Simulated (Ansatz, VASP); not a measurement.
# Two plane-wave programs on CoSi2

INCAR

```
SYSTEM = CoSi2
  ALGO = Normal
  EDIFF = 1E-7
  ENCUT = 520
  GGA = PE
  ISIF = 2
  ISMEAR = 0
  LASPH = .TRUE.
  LCHARG = .FALSE.
  LREAL = .FALSE.
  LWAVE = .FALSE.
  NBANDS = 36
  NELM = 100
  PREC = Accurate
  SIGMA = 0.15
```

KPOINTS

```
k-points
0
G
  14 14 5
  0 0 0
```

Contents of POSCAR:

```
CoSi2
1.0
    2.6799390577     -2.6799390577      0.0000000000
    2.6799390577      0.0000000000     -2.6799390577
    7.0919289230      7.0919289230      7.0919289230
Co Si
3 6
Direct
    1.0000000000      0.0000000000      0.7242936651
    0.3333333333      0.3333333333      0.4723698150
    0.6666666667      0.6666666667      0.2204459650
    0.6666666667      0.6666666667      0.4093888525
    1.0000000000      0.0000000000      0.1574650025
    0.3333333333      0.3333333333      0.6613127025
    0.6666666667      0.6666666667      0.0315030774
    1.0000000000      1.0000000000      0.5353507775
    0.3333333333      0.3333333333      0.2834269275
```

Input for Ansatz:

```yaml
crystal:
  lattice:
    - [2.6799390577, -2.6799390577, 0.0]
    - [2.6799390577, 0.0, -2.6799390577]
    - [7.091928923, 7.091928923, 7.091928923]
  atoms:
    - { symbol: Co, position: [1.0, 0.0, 0.7242936651] }
    - { symbol: Co, position: [0.3333333333, 0.3333333333, 0.472369815] }
    - { symbol: Co, position: [0.6666666667, 0.6666666667, 0.220445965] }
    - { symbol: Si, position: [0.6666666667, 0.6666666667, 0.4093888525] }
    - { symbol: Si, position: [1.0, 0.0, 0.1574650025] }
    - { symbol: Si, position: [0.3333333333, 0.3333333333, 0.6613127025] }
    - { symbol: Si, position: [0.6666666667, 0.6666666667, 0.0315030774] }
    - { symbol: Si, position: [1.0, 1.0, 0.5353507775] }
    - { symbol: Si, position: [0.3333333333, 0.3333333333, 0.2834269275] }
basis:
  ecutwfc: 420
kpoints:
  mp_grid: { grid: [14, 14, 5] }
hamiltonian:
  xc: pbe
scf:
  occupations: { method: gaussian, width: 0.15 }
output:
  forces: true
  stress: true
  eigenvalues: true
```

Alike in both runs: task single point; functional PBE; k mesh 14 × 14 × 5; occupations gaussian, width 0.15 eV; no spin polarisation.

|  | VASP | Ansatz |
| --- | --- | --- |
| version | VASP 6.6.1 | Ansatz 0.2.0 |
| potentials or method | VASP PAW PBE potentials, release 64 (Co, Si), cutoff 520 eV | scalar-relativistic, plane waves, PAW |
| valence electrons in the cell | 51 | 75 |

VASP gave:

* gap on the k mesh at the Fermi level (eV): none
* pressure (GPa): -3.8
* traceless stress, the component that is largest in VASP (GPa): 1.31
* rms of the force components (eV/Å): 0.221

**Question.** What did Ansatz give for the same quantities?

**Answer.** gap on the k mesh at the Fermi level (eV): none; pressure (GPa): -3.8; traceless stress, the component that is largest in VASP (GPa): 1.30; rms of the force components (eV/Å): 0.226.

Atom by atom the forces differ by 0.007 eV/Å (rms over components). A gap of «none» marks a metal or a gap that the smearing closes. VASP's potentials hold 51 valence electrons a cell and Ansatz's 75, so a difference there can come from the potentials and not from the codes.
